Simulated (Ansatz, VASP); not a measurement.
## AlNi: VASP beside Ansatz

```
Al Ni
1.0
     2.04263   -2.04260    0.00000
     2.04263    2.04260    0.00000
     0.00000    0.00000    2.90044
Al Ni
1 1
Direct
  0.97231 0.00000 0.99310
  0.51273 0.50000 0.50317
```

Change from the starting cell: mode 4 frozen in at -0.080 Å and mode 6 at -0.020 Å (largest displacements).

Alike in both runs: task single point; functional PBE; k mesh 16 × 16 × 16; occupations gaussian, width 0.15 eV; no spin polarisation.

|  | VASP | Ansatz |
| --- | --- | --- |
| version | VASP 6.6.1 | Ansatz 0.2.0 |
| potentials or method | VASP PAW PBE potentials, release 64 (Al, Ni), cutoff 520 eV | scalar-relativistic, plane waves, PAW |
| valence electrons in the cell | 13 | 21 |

```tsv
	VASP	Ansatz	Ansatz less VASP
gap on the k mesh at the Fermi level (eV)	none	none	-
pressure (GPa)	0.9	0.9	+0.07
traceless stress, the component that is largest in VASP (GPa)	-0.34	-0.33	+0.003
rms of the force components (eV/Å)	0.398	0.396	-0.0027
```

Atom by atom the forces differ by 0.003 eV/Å (rms over components). A gap of «none» marks a metal or a gap that the smearing closes. The functional is the same, so the differences come from potentials, cutoffs and numerics. VASP's potentials hold 13 valence electrons a cell and Ansatz's 21, so a difference there can come from the potentials and not from the codes. Ansatz's warnings: near symmetry operations not taken.
